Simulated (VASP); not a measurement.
## Ga3As2N: single point with PBE

Crystal: Ga3As2N.

```xyz
6
Lattice="-1.7847 1.7847 8.3650 1.7847 -1.7847 8.3650 1.7847 1.7847 -8.3650" Properties=species:S:1:pos:R:3 pbc="T T T"
Ga    0.0000    0.0000    0.0000
Ga    0.0000    0.0000   10.3052
Ga    0.0000    0.0000    6.4248
As    0.0000    0.0000   14.0901
As    0.0000    0.0000    2.6399
N     0.0000    0.0000    8.3650
```

```json
{"Program": "VASP 6.6.1", "Task": "single point", "Functional": "PBE", "Potentials or basis": "VASP PAW PBE potentials, release 64 (Ga_d, As, N)", "Cutoff": "520 eV", "k mesh": "6 × 6 × 6", "Occupations": "gaussian, width 0.1 eV", "Spin": "no spin polarisation"}
```

```json
{
 "Pressure": "0.2 GPa",
 "Largest force": "0.029 eV/Å",
 "Band gap on the k mesh": "zero (band 27 reaches 5.94 eV, above the bottom of band 28 at 3.18 eV)"
}
```

Forces on the atoms (eV/Å):
```
Ga   0.000  0.000  0.000
Ga   0.000  0.000  0.011
Ga   0.000  0.000 -0.011
As   0.000  0.000 -0.029
As   0.000  0.000  0.029
N    0.000  0.000  0.000
```

Stress tensor (GPa, compression positive):
```
0.14 0.00 0.00
0.00 0.14 0.00
0.00 0.00 0.23
```

Levels at points of the mesh, in eV from the Fermi level:
| k point | band 25 | band 26 | band 27 | band 28 | band 29 | band 30 |
| --- | --- | --- | --- | --- | --- | --- |
| (0.00, 0.00, 0.00) | -1.13 | -0.94 | -0.12 | -0.12 | 0.24 | 0.47 |
| (0.50, 0.00, 0.00) | -0.63 | 0.71 | 0.90 | 1.63 | 2.00 | 3.71 |
| (0.50, 0.50, 0.00) | -3.16 | -2.98 | -2.64 | -1.85 | -0.74 | 1.73 |
| (0.50, 0.50, 0.50) | -0.83 | -0.83 | -0.41 | -0.41 | 0.94 | 2.23 |

Run time: 7.1 min on 1 thread of AMD EPYC 9R45 96-Core Processor (Zen 5), with other jobs on the host, peak memory 0.68 GiB.

Caveat: the k points lie up to 0.41 Å⁻¹ apart.
